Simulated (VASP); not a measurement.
A run of VASP 6.6.1 is set up as follows.

File INCAR:

```
PREC = Accurate ; ENCUT = 520
EDIFF = 1E-6 ; ISMEAR = -1
SIGMA = 0.02 ; LREAL = F
LASPH = T ; NELM = 80
ALGO = Normal ; ISIF = 2
LWAVE = F ; LCHARG = F
GGA = PS ; NBANDS = 37
```

Contents of KPOINTS:

```
regular mesh
0
Gamma
  5 5 2
```

The input POSCAR:

```
Ba2TiO4
1.0
    3.7027576983      0.0000000000      0.0000000000
    0.0000000000      3.7027576983      0.0000000000
    0.0000000000      0.0000000000      6.7294613775
Ba Ti O
2 1 4
Direct
    0.0000000000      0.0000000000      0.7757037877
    0.0000000000      0.0000000000      0.2242962123
    0.5000000000      0.5000000000      0.5000000000
    0.0000000000      0.5000000000      0.5000000000
    0.5000000000      0.5000000000      0.7870147692
    0.5000000000      0.5000000000      0.2129852308
    0.5000000000      0.0000000000      0.5000000000
```

Potentials or basis: VASP PAW PBE potentials, release 64 (Ba_sv, Ti_sv, O).

The run is started by

```console
$ cat potpaw_PBE.64/Ba_sv/POTCAR potpaw_PBE.64/Ti_sv/POTCAR potpaw_PBE.64/O/POTCAR > POTCAR
$ mpirun -np 1 vasp_std > vasp.out
```

Problem. What does it give for the largest force?

Solution. 0.148 eV/Å.

Problem. Predict the pressure.

Solution. 33.7 GPa.

Problem. Estimate the band gap on the k mesh.

Solution. 1.40 eV, indirect (least direct gap 1.45 eV).

Stress tensor (GPa, compression positive):
```
33.98  0.00  0.00
 0.00 33.98  0.00
 0.00  0.00 33.09
```

Caveat: the k points lie up to 0.47 Å⁻¹ apart; the PAW data sets were made with another functional, which shifts forces and pressure a little; spin-orbit coupling is left out, which moves the levels of the heavy elements. A k mesh can miss the band edges.
